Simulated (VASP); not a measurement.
# Pt (I4/mmm) in VASP: notebook

The runs below take Pt through single point, with r2SCAN.

All numbers are computed with VASP 6.6.1; they aren't measurements. Logs are shortened: lines on timing, memory, paths and dates and some standing lists are left out, and cuts for length are marked.

## 1. The cell of the first run

Symmetry: I4/mmm, No. 139, tetragonal system. Conventional cell: a = 3.168 Å, b = 3.168 Å, c = 3.279 Å, α = 90.00°, β = 90.00°, γ = 90.00°. Pt (site symmetry 4/mmm) has 14 Pt at 2.78 to 3.28 Å within 3.7 Å.

## 2. Single point, r2SCAN (strain +0.0350 x Voigt [0, 0, 1, 0, 0, 0])

POSCAR

```
Pt
1.0
   -1.5842200000      1.5842200000      1.6396677000
    1.5842200000     -1.5842200000      1.6396677000
    1.5842200000      1.5842200000     -1.6396677000
Pt
1
Direct
    0.0000000000      0.0000000000      0.0000000000
```

INCAR.step1

```
SYSTEM = Pt
PREC = Accurate
ENCUT = 520
ISMEAR = 0
SIGMA = 0.15
LREAL = .FALSE.
LASPH = .TRUE.
NELM = 80
NBANDS = 11
GGA = PE
ALGO = Normal
EDIFF = 1E-4
LWAVE = .TRUE.
LCHARG = .FALSE.
```

INCAR.step2

```
SYSTEM = Pt
PREC = Accurate
ENCUT = 520
EDIFF = 1E-6
ISMEAR = 0
SIGMA = 0.15
LREAL = .FALSE.
LASPH = .TRUE.
NELM = 80
ALGO = Normal
ISIF = 2
LWAVE = .FALSE.
LCHARG = .FALSE.
METAGGA = R2SCAN
LMIXTAU = .TRUE.
NBANDS = 11
ISTART = 1
```

KPOINTS

```
Automatic mesh
0
G
  22 22 22
  0 0 0
```

Potentials or basis: VASP PAW PBE potentials, release 64 (Pt).

Started as:

```bash
> cat potpaw_PBE.64/Pt/POTCAR > POTCAR
> cp INCAR.step1 INCAR
> mpirun -np 1 vasp_std > vasp.out
> cp INCAR.step2 INCAR
> mpirun -np 1 vasp_std > vasp.out
```

OUTCAR:

```text
SYSTEM = Pt
   PREC = Accurate
   ENCUT = 520
   EDIFF = 1E-6
   ISMEAR = 0
   LREAL = .FALSE.
   LASPH = .TRUE.
   NELM = 80
   ISIF = 2
   METAGGA = R2SCAN
   ISTART = 1

 ion  position               nearest neighbor table
   1  0.000  0.000  0.000-

  LATTYP: Found a body centered tetragonal cell.
 ALAT       =     3.1684400000
 C/A-ratio  =     1.0350000000

  Lattice vectors:

 A1 = (  -1.5842200000,   1.5842200000,   1.6396677000)
 A2 = (   1.5842200000,  -1.5842200000,   1.6396677000)
 A3 = (   1.5842200000,   1.5842200000,  -1.6396677000)

Analysis of symmetry for initial positions (statically):
=====================================================================
 Subroutine PRICEL returns:
 Original cell was already a primitive cell.

 Routine SETGRP: Setting up the symmetry group for a
 body centered tetragonal supercell.

 Subroutine GETGRP returns: Found 16 space group operations
 (whereof 16 operations were pure point group operations)
 out of a pool of 16 trial point group operations.

The static configuration has the point symmetry D_4h.

Analysis of symmetry for dynamics (positions and initial velocities):
=====================================================================
 Subroutine PRICEL returns:
 Original cell was already a primitive cell.

 Routine SETGRP: Setting up the symmetry group for a
 body centered tetragonal supercell.

 Subroutine GETGRP returns: Found 16 space group operations
 (whereof 16 operations were pure point group operations)
 out of a pool of 16 trial point group operations.

The dynamic configuration has the point symmetry D_4h.

 Subroutine INISYM returns: Found 16 space group operations
 (whereof 16 operations are pure point group operations),
 and found     1 'primitive' translations

----------------------------------------------------------------------------------------

                                     Primitive cell

  volume of cell :      16.4606

  direct lattice vectors                    reciprocal lattice vectors
    -1.584220000  1.584220000  1.639667700     0.000000000  0.315612731  0.304939836
     1.584220000 -1.584220000  1.639667700     0.315612731  0.000000000  0.304939836
     1.584220000  1.584220000 -1.639667700     0.315612731  0.315612731  0.000000000

  length of vectors
     2.776331425  2.776331425  2.776331425     0.438861823  0.438861823  0.446343804

  position of ions in fractional coordinates (direct lattice)
     0.000000000  0.000000000  0.000000000

  ion indices of the primitive-cell ions
   primitive index   ion index
                 1           1

----------------------------------------------------------------------------------------

 KPOINTS: Automatic mesh

Automatic generation of k-mesh.
 Grid dimensions read from file:
 generate k-points for:   22   22   22

 Generating k-lattice:

  Cartesian coordinates                     Fractional coordinates (reciprocal lattice)
     0.000000000  0.014346033  0.013860902     0.045454545  0.000000000 -0.000000000
     0.014346033  0.000000000  0.013860902     0.000000000  0.045454545 -0.000000000
     0.014346033  0.014346033  0.000000000     0.000000000  0.000000000  0.045454545

  Length of vectors
     0.019948265  0.019948265  0.020288355

  Shift w.r.t. Gamma in fractional coordinates (k-lattice)
     0.000000000  0.000000000  0.000000000

 Subroutine IBZKPT returns following result:
 ===========================================

 Found    834 irreducible k-points:

 Following reciprocal coordinates:
            Coordinates               Weight
  0.000000  0.000000  0.000000      1.000000
  0.045455  0.000000 -0.000000      8.000000
  0.090909  0.000000 -0.000000      8.000000
  0.136364  0.000000  0.000000      8.000000
  0.181818  0.000000  0.000000      8.000000
  0.227273  0.000000 -0.000000      8.000000
[... 16 lines left out ...]
  0.500000  0.045455 -0.000000     16.000000
 -0.454545  0.045455  0.000000     16.000000
 [... further k-points ...]
   k-points           NKPTS =    834   k-points in BZ     NKDIM =    834   number of bands    NBANDS=     11
   number of dos      NEDOS =    301   number of ions     NIONS =      1
   total plane-waves  NPLWV =  13824
   dimension x,y,z NGX =    24 NGY =   24 NGZ =   24
   dimension x,y,z NGXF=    48 NGYF=   48 NGZF=   48
   ions per type =               1
   NGX,Y,Z   is equivalent  to a cutoff of  14.37, 14.37, 14.37 a.u.
   NGXF,Y,Z  is equivalent  to a cutoff of  28.74, 28.74, 28.74 a.u.
 SYSTEM =  Pt
   PREC   = accura    normal or accurate (medium, high low for compatibility)
   ISTART =      1    job   : 0-new  1-cont  2-samecut
   ICHARG =      0    charge: 1-file 2-atom 10-const
   ISPIN  =      1    spin polarized calculation?
   LNONCOLLINEAR =      F non collinear calculations
   LSORBIT =      F    spin-orbit coupling
   LASPH  =      T    aspherical Exc in radial PAW
   ENCUT  =  520.0 eV  38.22 Ry    6.18 a.u.   5.16  5.16  5.16*2*pi/ulx,y,z
   NELM   =     80;   NELMIN=  2; NELMDL=  0     # of ELM steps
   EDIFF  = 0.1E-05   stopping-criterion for ELM
   LREAL  =      F    real-space projection
   EDIFFG = 0.1E-04   stopping-criterion for IOM
   NSW    =      0    number of steps for IOM
   IBRION =     -1    ionic relax: 0-MD 1-quasi-New 2-CG
   NFREE  =      0    steps in history (QN), initial steepest desc. (CG)
   ISIF   =      2    stress and relaxation
   ISYM   =      2    0-nonsym 1-usesym 2-fastsym
   POTIM  = 0.5000    time-step for ionic-motion
   TEBEG  =    0.0;   TEEND  =   0.0 temperature during run
   PSTRESS=    0.0 pullay stress
   NELECT =      10.0000    total number of electrons
   NUPDOWN=      -1.0000    fix difference up-down
   EMIN   =  10.00;   EMAX   =-10.00  energy-range for DOS
   EFERMI =   0.00;   METHOD = LEGACY
   ISMEAR =     0;   SIGMA  =   0.15  broadening in eV -4-tet -1-fermi 0-gaus
   EFERMI_NEDOS =   21; number of points for ismear=-14 and -15
   IALGO  =     38    algorithm
   IMIX   =      4    mixing-type and parameters
     AMIX     =   0.40;   BMIX     =  1.00
     AMIX_MAG =   1.60;   BMIX_MAG =  1.00
  volume/ion in A,a.u.               =      16.46       111.08
  Fermi-wavevector in a.u.,A,eV,Ry     =   1.386519  2.620141 26.156323  1.922436
  Thomas-Fermi vector in A             =   2.510827
   LORBIT       =      0    0 simple, 1 ext, 2 COOP (PROOUT), +10 PAW based schemes
   METAGGA = R2SCAN    functional components
   LHFCALC =     F    Hartree Fock is set to
   AEXX    =    0.0000 exact exchange contribution
   IVDW    =     0    specifies the selected vdW correction
   LEPSILON=     F    determine dielectric tensor
   LRPA    =     F    only Hartree local field effects (RPA)
 non-spin polarized calculation
 Gauss-broadening in eV      SIGMA  =   0.15
  energy-cutoff  :      520.00
  volume of cell :       16.46
 maximum number of plane-waves:       460
 NGX is ok and might be reduce to    24
   NGX = 11   NGY = 11   NGZ = 11

 number of electron      10.0000000 magnetization

 Free energy of the ion-electron system (eV)
  ---------------------------------------------------
  ext. energy  EPLUGINS =         0.00000000
  ---------------------------------------------------
  free energy    TOTEN  =       -51.37350665 eV

  energy without entropy =      -51.36041183  energy(sigma->0) =      -51.36695924

 E-fermi :   9.2401     XC(G=0): -13.9859

 val. band max:        9.2400587710   @ k =  -0.1818   0.4091   0.1364
 cond. band min:       9.2407079865   @ k =  -0.3636   0.3636   0.0000
 fundamental gap:      0.0006492155
 Fermi energy:         9.2401222064

 k-point     1 :       0.0000    0.0000    0.0000
  band No.  band energies     occupation
      1      -0.0521      2.00000
      2       5.7796      2.00000
      3       5.7796      2.00000
      4       6.0477      2.00000
      5       8.0346      2.00000
      6       8.3570      2.00000
      7      26.9056      0.00000
      8      27.5682      0.00000
      9      27.5682      0.00000
     10      36.1115      0.00000
     11      37.0337      0.00000

 k-point     2 :       0.0455    0.0000   -0.0000
  band No.  band energies     occupation
      1       0.0316      2.00000
      2       5.7822      2.00000
      3       5.7917      2.00000
      4       6.0704      2.00000
      5       8.0065      2.00000
      6       8.3443      2.00000
      7      26.9689      0.00000
      8      27.5952      0.00000
      9      27.6863      0.00000
     10      34.9560      0.00000
     11      36.0204      0.00000

 k-point     3 :       0.0909    0.0000   -0.0000
  band No.  band energies     occupation
      1       0.2781      2.00000
      2       5.7597      2.00000
      3       5.7869      2.00000
      4       6.2082      2.00000
      5       7.9255      2.00000
      6       8.3193      2.00000
      7      27.1079      0.00000
      8      27.6047      0.00000
      9      28.0346      0.00000
     10      33.5984      0.00000
     11      34.4634      0.00000

 k-point     4 :       0.1364    0.0000    0.0000
  band No.  band energies     occupation
      1       0.6724      2.00000
      2       5.6469      2.00000
      3       5.7878      2.00000
      4       6.5015      2.00000
      5       7.8170      2.00000
      6       8.3009      2.00000
      7      27.1116      0.00000
      8      27.3966      0.00000
      9      28.5962      0.00000
     10      32.6158      0.00000
     11      33.1661      0.00000

 k-point     5 :       0.1818    0.0000    0.0000
  band No.  band energies     occupation
      1       1.1835      2.00000
      2       5.4869      2.00000
      3       5.7903      2.00000
      4       6.9194      2.00000
      5       7.7280      2.00000
      6       8.2958      2.00000
      7      26.3086      0.00000
      8      27.0725      0.00000
      9      29.3432      0.00000
     10      32.2119      0.00000
     11      32.5973      0.00000
[... 211 lines left out ...]
 k-point    21 :       0.4091    0.0455    0.0000
  band No.  band energies     occupation
      1       2.9269      2.00000
      2       4.6659      2.00000
      3       7.8024      2.00000
      4       8.1498      2.00000
      5       8.9247      1.99706
      6      10.2822      0.00000
      7      16.6115      0.00000
      8      23.7061      0.00000
      9      26.0380      0.00000
     10      34.0455      0.00000
     11      34.3183      0.00000

 k-point    22 :       0.4545    0.0455   -0.0000
  band No.  band energies     occupation
      1       2.9166      2.00000
      2       4.6188      2.00000
      3       7.8684      2.00000
      4       8.2961      2.00000
      5       9.3673      0.23033
      6      10.7052      0.00000
      7      15.5518      0.00000
      8      23.4969      0.00000
      9      25.6080      0.00000
     10      33.9016      0.00000
     11      34.7126      0.00000

 k-point    23 :       0.5000    0.0455   -0.0000
  band No.  band energies     occupation
      1       2.9162      2.00000
      2       4.6177      2.00000
      3       7.8222      2.00000
      4       8.3680      2.00000
      5       9.3627      0.24784
      6      10.7056      0.00000
      7      15.5293      0.00000
      8      23.4933      0.00000
      9      25.6136      0.00000
     10      33.8291      0.00000
     11      34.7738      0.00000

 k-point    24 :      -0.4545    0.0455    0.0000
  band No.  band energies     occupation
      1       2.9260      2.00000
      2       4.6628      2.00000
      3       7.6924      2.00000
      4       8.3517      2.00000
      5       8.8883      1.99909
      6      10.2760      0.00000
      7      16.5592      0.00000
      8      23.6954      0.00000
      9      26.0555      0.00000
     10      33.7995      0.00000
     11      34.5260      0.00000

 [... further k-points ...]
[... 5 lines left out ...]
  --------------------------------------------------------------------------------------
  -------------------------------------------------------------------------------------
  Total       -1.4291182     -1.4291182     -1.1819066      0.0000000      0.0000000      0.0000000
  in kB     -139.1015377   -139.1015377   -115.0394864      0.0000000      0.0000000      0.0000000
  external PRESSURE =    -131.0808539 kB  Pullay stress =       0.0000000 kB

 VOLUME and BASIS-vectors are now :
 -----------------------------------------------------------------------------
  energy-cutoff  :      520.00
  volume of cell :       16.46
      direct lattice vectors                 reciprocal lattice vectors
    -1.584220000  1.584220000  1.639667700     0.000000000  0.315612731  0.304939836
     1.584220000 -1.584220000  1.639667700     0.315612731  0.000000000  0.304939836
     1.584220000  1.584220000 -1.639667700     0.315612731  0.315612731  0.000000000

 POSITION                                       TOTAL-FORCE (eV/Angst)
 -----------------------------------------------------------------------------------
      0.00000      0.00000      0.00000         0.000000     -0.000000     -0.000000
 -----------------------------------------------------------------------------------
    total drift:                                0.000000      0.000000     -0.000000

  FREE ENERGIE OF THE ION-ELECTRON SYSTEM (eV)
  ---------------------------------------------------
  free  energy   TOTEN  =       -51.3735066453 eV

  energy  without entropy=      -51.3604118290  energy(sigma->0) =      -51.36695924
```

It took 4.3 min on 1 thread of Intel Xeon Platinum 8488C (Sapphire Rapids), shared host; peak memory 0.28 GiB.

Results:

```
Free energy            : -51.3735 eV
Pressure               : -13.1 GPa
Band gap on the k mesh : zero (bands 5 and 6 overlap by 2.19 eV)
```

Caveat: the cell differs from its parent crystal (strain +0.0350 x Voigt [0, 0, 1, 0, 0, 0]); the cell stands under tension; the PAW data sets were made with another functional, which shifts forces and pressure a little; spin-orbit coupling is left out, which moves the levels of the heavy elements.

## 3. Single point, r2SCAN (strain +0.0400 x Voigt [0, 0, 1, 0, 0, 0])

POSCAR

```
Pt
1.0
   -1.5842200000      1.5842200000      1.6475888000
    1.5842200000     -1.5842200000      1.6475888000
    1.5842200000      1.5842200000     -1.6475888000
Pt
1
Direct
    0.0000000000      0.0000000000      0.0000000000
```

INCAR.step1

```
SYSTEM = Pt
PREC     = Accurate       ! precision mode
ENCUT    = 520            ! plane-wave cutoff, eV
ISMEAR   = 0              ! smearing method
SIGMA    = 0.15           ! smearing width, eV
LREAL    = .FALSE.        ! projectors in reciprocal space
LASPH    = .TRUE.         ! aspherical terms in the spheres
NELM     = 100            ! most SCF steps
NBANDS   = 11             ! bands
GGA      = PE             ! functional
ALGO     = Normal         ! electronic algorithm
EDIFF    = 1E-4           ! SCF threshold, eV
LWAVE    = .TRUE.         ! write WAVECAR
LCHARG   = .FALSE.        ! write CHGCAR
```

INCAR.step2

```
SYSTEM = Pt
PREC     = Accurate       ! precision mode
ENCUT    = 520            ! plane-wave cutoff, eV
EDIFF    = 1E-6           ! SCF threshold, eV
ISMEAR   = 0              ! smearing method
SIGMA    = 0.15           ! smearing width, eV
LREAL    = .FALSE.        ! projectors in reciprocal space
LASPH    = .TRUE.         ! aspherical terms in the spheres
NELM     = 100            ! most SCF steps
ALGO     = Normal         ! electronic algorithm
ISIF     = 2              ! what is computed and relaxed
LWAVE    = .FALSE.        ! write WAVECAR
LCHARG   = .FALSE.        ! write CHGCAR
METAGGA  = R2SCAN         ! meta-GGA
LMIXTAU  = .TRUE.       
NBANDS   = 11             ! bands
ISTART   = 1
```

KPOINTS

```
regular mesh
0
G
  22 22 22
  0 0 0
```

Potentials or basis: VASP PAW PBE potentials, release 64 (Pt).

Started as:

```bash
> cat potpaw_PBE.64/Pt/POTCAR > POTCAR
> cp INCAR.step1 INCAR
> mpirun -np 1 vasp_std > vasp.out
> cp INCAR.step2 INCAR
> mpirun -np 1 vasp_std > vasp.out
```

Run time: 4.9 min. Hardware: 1 thread of Intel Xeon Platinum 8488C (Sapphire Rapids), shared host; peak memory 0.28 GiB.

Results (log left out):

```yaml
Free_energy: -51.3676 eV
Pressure: -14.0 GPa
Band_gap_on_the_k_mesh: zero (bands 5 and 6 overlap by 2.18 eV)
```

Stress tensor (GPa, compression positive):
```
-14.89   0.00   0.00
  0.00 -14.89   0.00
  0.00   0.00 -12.25
```

Levels at points of the mesh, in eV from the Fermi level:
| k point | band 3 | band 4 | band 5 | band 6 | band 7 | band 8 |
| --- | --- | --- | --- | --- | --- | --- |
| (0.00, 0.00, 0.00) | -3.45 | -3.14 | -1.22 | -0.86 | 17.61 | 18.36 |
| (0.50, 0.00, 0.00) | -1.39 | -0.74 | 0.54 | 0.97 | 6.12 | 14.23 |
| (0.50, 0.50, 0.00) | -0.94 | -0.62 | 0.78 | 1.05 | 6.46 | 13.74 |
| (0.50, 0.50, 0.50) | 0.43 | 0.55 | 0.55 | 7.21 | 8.41 | 8.41 |

Caveat: the cell differs from its parent crystal (strain +0.0400 x Voigt [0, 0, 1, 0, 0, 0]); the cell stands under tension; the PAW data sets were made with another functional, which shifts forces and pressure a little; spin-orbit coupling is left out, which moves the levels of the heavy elements.
